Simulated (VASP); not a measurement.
**Li2ZnGeSe4: single point with PBE**

The system is Li2ZnGeSe4.

```
CELL_PARAMETERS angstrom
-2.84327 2.84327 6.03600
2.84327 -2.84327 6.03600
2.84327 2.84327 -6.03600
ATOMIC_POSITIONS crystal
Li 0.75000 0.25000 0.50000
Li 0.25000 0.75000 0.50000
Zn 0.00000 0.00000 0.00000
Ge 0.50000 0.50000 0.00000
Se 0.86240 0.86240 0.48377
Se 0.13760 0.62137 0.00000
Se 0.62137 0.13760 0.00000
Se 0.37863 0.37863 0.51623
```

```json
{
  "Program": "VASP 6.6.1",
  "Task": "single point",
  "Functional": "PBE",
  "Potentials or basis": "VASP PAW PBE potentials, release 64 (Li_sv, Zn, Ge_d, Se)",
  "Cutoff": "520 eV",
  "k mesh": "6 × 6 × 6",
  "Occupations": "gaussian, width 0.01 eV",
  "Spin": "no spin polarisation"
}
```

| Quantity | Value |
| --- | --- |
| Largest force | 0.133 eV/Å |
| Band gap on the k mesh | 1.07 eV |

Forces on the atoms (eV/Å):
```
Li   0.000  0.000  0.000
Li   0.000  0.000  0.000
Zn   0.000  0.000  0.000
Ge   0.000  0.000  0.000
Se  -0.045 -0.045 -0.116
Se  -0.045  0.045  0.116
Se   0.045 -0.045  0.116
Se   0.045  0.045 -0.116
```

Levels at points of the mesh, in eV from the valence-band top:
```
           k point  band 24  band 25  band 26  band 27  band 28  band 29  band 30  band 31  band 32  band 33
(0.00, 0.00, 0.00)    -1.40    -1.40    -0.30     0.00     0.00     1.07     2.73     3.96     4.53     4.53
(0.50, 0.00, 0.00)    -1.22    -1.01    -0.99    -0.67    -0.62     2.38     3.94     4.22     4.46     5.24
(0.50, 0.50, 0.00)    -1.14    -0.92    -0.51    -0.21    -0.02     1.18     2.83     4.50     4.82     5.16
(0.50, 0.50, 0.50)    -1.16    -1.14    -1.14    -0.44    -0.44     1.77     3.09     3.11     3.11     3.28
```

Run time: 3.1 min on 1 thread of Intel(R) Xeon(R) 6975P-C (Granite Rapids), with other jobs on the host, peak memory 0.55 GiB.

 A k mesh can miss the band edges.
